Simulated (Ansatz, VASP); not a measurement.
In in VASP and in Ansatz

The input INCAR:

```
SYSTEM = In
ALGO = Fast
EDIFF = 1E-6
ENCUT = 520
GGA = PS
ISIF = 2
ISMEAR = 0
LASPH = .TRUE.
LCHARG = .FALSE.
LREAL = .FALSE.
LWAVE = .FALSE.
NBANDS = 12
NELM = 80
PREC = Accurate
SIGMA = 0.15
```

KPOINTS

```
k-points
0
G
  20 20 20
  0 0 0
```

The input POSCAR:

```
In
1.0
   -1.6261500000      1.5936270000      2.4739500000
    1.6261500000     -1.5936270000      2.4739500000
    1.6261500000      1.5936270000     -2.4739500000
In
1
Direct
    0.0000000000      0.0000000000      0.0000000000
```

Input for Ansatz:

```yaml
crystal:
  lattice:
    - [-1.62615, 1.593627, 2.47395]
    - [1.62615, -1.593627, 2.47395]
    - [1.62615, 1.593627, -2.47395]
  atoms:
    - { symbol: In, position: [0.0, 0.0, 0.0] }
basis:
  ecutwfc: 420
kpoints:
  mp_grid: { grid: [20, 20, 20] }
hamiltonian:
  xc: pbesol
scf:
  occupations: { method: gaussian, width: 0.15 }
output:
  forces: true
  stress: true
  eigenvalues: true
  write_density: true
  write_potential: true
  elf: true
  volumetric_format: npy
```

Change from the starting cell: strain -0.0200 x Voigt [0, 1, 0, 0, 0, 0], atoms carried along.

Alike in both runs: task single point; functional PBEsol; k mesh 20 × 20 × 20; occupations gaussian, width 0.15 eV; no spin polarisation.

|  | VASP | Ansatz |
| --- | --- | --- |
| version | VASP 6.6.1 | Ansatz 0.2.0 |
| potentials or method | VASP PAW PBE potentials, release 64 (In_d), cutoff 520 eV | scalar-relativistic, plane waves, PAW |
| valence electrons in the cell | 13 | 13 |

```csv
,VASP,Ansatz,Ansatz less VASP
gap on the k mesh at the Fermi level (eV),none,none,-
pressure (GPa),-0.1,-0.1,-0.02
"traceless stress, the component that is largest in VASP (GPa)",0.22,0.22,-0.006
```

VASP's potentials were made for PBE, not for PBEsol. A gap of «none» marks a metal or a gap that the smearing closes.
